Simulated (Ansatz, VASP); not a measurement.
One calculation of TiSi, two programs

```
Ti Si
1.0
     0.00000    2.94901    2.94901
     2.94901    0.00000    2.94901
     2.94901    2.94901    0.00000
Ti Si
1 1
Direct
  0.00000 0.00000 0.00000
  0.25000 0.25000 0.25000
```

Alike in both runs: task relaxation of cell and atoms; functional PBE; k mesh 12 × 12 × 12; occupations fermi-dirac, width 0.05 eV; no spin polarisation.

```csv
,VASP,Ansatz
version,VASP 6.6.1,Ansatz 0.2.0
potentials or method,"VASP PAW PBE potentials, release 64 (Ti_sv, Si)","PAW with Ansatz's default frozen-core files, scalar-relativistic"
plane-wave cutoff (eV),600,420
valence electrons in the cell,16,16
```

```tsv
	VASP	Ansatz	Ansatz less VASP
relaxed volume (Å³/atom)	24.30	24.27	-0.023
relaxed cell length with the largest relative difference (Å)	4.096	4.095	-0.0013
```
